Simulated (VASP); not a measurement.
Write the native input for VASP 6.6.1 that does the following.

```yaml
Task: single point
Functional: PBE
Potentials_or_basis: VASP PAW PBE potentials, release 64 (Mg, O)
Cutoff: 520 eV
k_mesh: 12 × 12 × 10
Occupations: gaussian, width 0.05 eV
Spin: no spin polarisation
Dipole_correction: no
Further_INCAR_settings: ALGO = Normal; EDIFF = 1e-06; NBANDS = 11
```

The structure of MgO lies in POSCAR:

```
MgO
1.0
    3.0205204879      0.0000000000      0.0000000000
   -1.5102602440      2.6158474752      0.0000000000
    0.0000000000      0.0000000000      2.5348886271
Mg O
1 1
Direct
    0.0000000000      0.0000000000      0.0000000000
    0.3333333333      0.6666666667      0.5000000000
```

This cell differs from its parent crystal: ratio of the length along z to the lengths across it x 0.92, volume and fractional coordinates fixed.

The input as run:

INCAR

```
PREC = Accurate ; ENCUT = 520
EDIFF = 1E-6 ; ISMEAR = 0
SIGMA = 0.05 ; LREAL = False
LASPH = True ; NELM = 60
ALGO = Normal ; ISIF = 2
LWAVE = False ; LCHARG = True
GGA = PE ; LELF = True
LVHAR = True ; NBANDS = 11
```

KPOINTS

```
regular mesh
0
Gamma
  12 12 10
```

Potentials or basis: VASP PAW PBE potentials, release 64 (Mg, O).

Command:

```console
$ cat potpaw_PBE.64/Mg/POTCAR potpaw_PBE.64/O/POTCAR > POTCAR
$ mpirun -np 1 vasp_std > vasp.out
```

Results of the run:

The pressure is 2.0 GPa and the band gap on the k mesh is 2.31 eV, indirect (least direct gap 2.58 eV).

Run time: 20 s on 1 thread of Intel Xeon 8259CL, on a shared host, peak memory 0.15 GiB.
